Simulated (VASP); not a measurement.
# Nd3Si2I (P-3m1) in VASP: a series of runs, part 2 of 2

VASP 6.6.1.

## 3. Relaxation of shape and atoms at fixed volume, PBE (31.95 Å³/atom)

This run uses another cell than the first one, of 31.95 Å³/atom.

INCAR reads:

```
SYSTEM = Nd3Si2I
PREC = Accurate
ENCUT = 500
EDIFF = 1E-7
ISMEAR = 0
SIGMA = 0.1
LREAL = .False.
LASPH = .True.
NELM = 200
ALGO = Normal
ISIF = 4
LWAVE = .False.
LCHARG = .False.
GGA = PE
IBRION = 2
NSW = 50
EDIFFG = -0.01
GGA_COMPAT = .False.
NELMIN = 4
LMAXMIX = 6
```

KPOINTS reads:

```
regular mesh
0
Gamma
  12 12 4
  0 0 0
```

POSCAR reads:

```
Nd3Si2I
1.0
    4.3929993416      0.0000000000      0.0000000000
   -2.1964996708      3.8044490286      0.0000000000
    0.0000000000      0.0000000000     11.4716571855
Nd Si I
3 2 1
Direct
    0.3333333333      0.6666666667      0.2117268647
    0.0000000000      0.0000000000      0.5000000000
    0.6666666667      0.3333333333      0.7882731353
    0.3333333333      0.6666666667      0.6576299202
    0.6666666667      0.3333333333      0.3423700798
    0.0000000000      0.0000000000      0.0000000000
```

Potentials or basis: VASP PAW PBE potentials, release 64 (Nd_3, Si, I), 4f in core.

Started as:

```
$ cat potpaw_PBE.64/Nd_3/POTCAR potpaw_PBE.64/Si/POTCAR potpaw_PBE.64/I/POTCAR > POTCAR
$ mpirun -np 1 vasp_std > vasp.out
```

OUTCAR:

```text
SYSTEM = Nd3Si2I
   PREC = Accurate
   ENCUT = 500
   EDIFF = 1E-7
   ISMEAR = 0
   LREAL = .False.
   LASPH = .True.
   NELM = 200
   ISIF = 4
   GGA = PE
   IBRION = 2
   NSW = 50
   EDIFFG = -0.01
   NELMIN = 4

 ion  position               nearest neighbor table
   1  0.333  0.667  0.212-   5 2.95   5 2.95   5 2.95   6 3.51   6 3.51   6 3.51
   2  0.000  0.000  0.500-   4 3.11   5 3.11   4 3.11   5 3.11   5 3.11   4 3.11
   3  0.667  0.333  0.788-   4 2.95   4 2.95   4 2.95   6 3.51   6 3.51   6 3.51
   4  0.333  0.667  0.658-   3 2.95   3 2.95   3 2.95   2 3.11   2 3.11   2 3.11
   5  0.667  0.333  0.342-   1 2.95   1 2.95   1 2.95   2 3.11   2 3.11   2 3.11
   6  0.000  0.000  0.000-   1 3.51   3 3.51   1 3.51   3 3.51   3 3.51   1 3.51

  LATTYP: Found a hexagonal cell.
 ALAT       =     4.3929993416
 C/A-ratio  =     2.6113496255

  Lattice vectors:

 A1 = (   4.3929993416,   0.0000000000,   0.0000000000)
 A2 = (  -2.1964996708,   3.8044490286,   0.0000000000)
 A3 = (   0.0000000000,   0.0000000000,  11.4716571855)

Analysis of symmetry for initial positions (statically):
=====================================================================
[... 187 lines left out ...]
  --------------------------------------------------------------------------------------
  -------------------------------------------------------------------------------------
  Total       -2.7925367     -2.7925367     -2.7568103      0.0000000      0.0000000     -0.0000000
  in kB      -23.3362140    -23.3362140    -23.0376618      0.0000000      0.0000000     -0.0000000
  external PRESSURE =     -23.2366966 kB  Pullay stress =       0.0000000 kB
[... 227 lines left out ...]
--------------------------------------- Ionic step        7  -------------------------------------------

 number of electron      48.0000000 magnetization

 Free energy of the ion-electron system (eV)
  ---------------------------------------------------
  ext. energy  EPLUGINS =         0.00000000
  ---------------------------------------------------
  free energy    TOTEN  =       -31.32987988 eV

  energy without entropy =      -31.31994819  energy(sigma->0) =      -31.32491403

 E-fermi :   3.7897     XC(G=0):  -9.1880

 val. band max:        3.7834773237   @ k =   0.0000   0.4167   0.2500
 cond. band min:       3.7919286358   @ k =   0.0833   0.0000   0.0000
 fundamental gap:      0.0084513120
 Fermi energy:         3.7896526952

 k-point     1 :       0.0000    0.0000    0.0000
  band No.  band energies     occupation
      1     -34.2137      2.00000
      2     -34.2133      2.00000
      3     -33.4751      2.00000
      4     -15.4614      2.00000
      5     -15.4459      2.00000
      6     -15.2412      2.00000
[... 733 lines left out ...]
     27       5.3932      0.00000
     28       5.5346      0.00000

 [... further k-points ...]

------------------------ aborting loop because EDIFF is reached ----------------------------------------

  FORCE on cell =-STRESS in cart. coord.  units (eV):
  Direction    XX          YY          ZZ          XY          YZ          ZX
  --------------------------------------------------------------------------------------
  -------------------------------------------------------------------------------------
  Total       -2.3734702     -2.3734702     -2.4484893      0.0000000     -0.0000000      0.0000000
  in kB      -19.8342275    -19.8342275    -20.4611348      0.0000000     -0.0000000      0.0000000
  external PRESSURE =     -20.0431966 kB  Pullay stress =       0.0000000 kB
[... 21 lines left out ...]
  FREE ENERGIE OF THE ION-ELECTRON SYSTEM (eV)
  ---------------------------------------------------
  free  energy   TOTEN  =       -31.3298798780 eV

  energy  without entropy=      -31.3199481858  energy(sigma->0) =      -31.32491403

 reached required accuracy - stopping structural energy minimisation
```

Run time: 13 min. Hardware: 1 thread of AMD EPYC 9R45 (Zen 5), shared host; peak memory 0.49 GiB.

What came out:

```
Free energy                  : -31.3299 eV
Energy gained by relaxing    : 0.9 meV/atom
Ionic steps                  : 7
Pressure after relaxing      : -2.0 GPa
Largest force after relaxing : 0.008 eV/Å
Band gap on the k mesh       : zero (bands 24 and 25 overlap by 0.12 eV)
```

Forces on the atoms (eV/Å):
```
Nd   0.000  0.000  0.003
Nd   0.000  0.000  0.000
Nd   0.000  0.000 -0.003
Si   0.000  0.000 -0.008
Si   0.000  0.000  0.008
I    0.000  0.000  0.000
```

The path:
```csv
step,energy change (eV),largest force (eV/Å),pressure (GPa),volume (Å³)
1,0.0000,0.1768,-2.32,191.73
2,-0.0028,0.1120,-2.22,191.73
3,-0.0043,0.0427,-2.08,191.73
4,-0.0043,0.0485,-2.06,191.73
5,-0.0047,0.0406,-2.05,191.73
6,-0.0053,0.0168,-2.02,191.73
7,-0.0053,0.0076,-2.00,191.73
```

Final structure:
```
Nd Si I
1.0
     4.38432    0.00000    0.00000
    -2.19216    3.79693    0.00000
     0.00000    0.00000   11.51713
Nd Si I
3 2 1
Direct
  0.33333 0.66667 0.21448
  0.00000 0.00000 0.50000
  0.66667 0.33333 0.78552
  0.33333 0.66667 0.65721
  0.66667 0.33333 0.34279
  0.00000 0.00000 0.00000
```

Caveat: spin-orbit coupling is left out, which moves the levels of the heavy elements; the 4f electrons are frozen in the core, so they carry no moment and show no levels; the run has no spin polarisation, though such a crystal can be magnetic.

The gap in the log of VASP goes by the Fermi energy; the results here count the filled bands.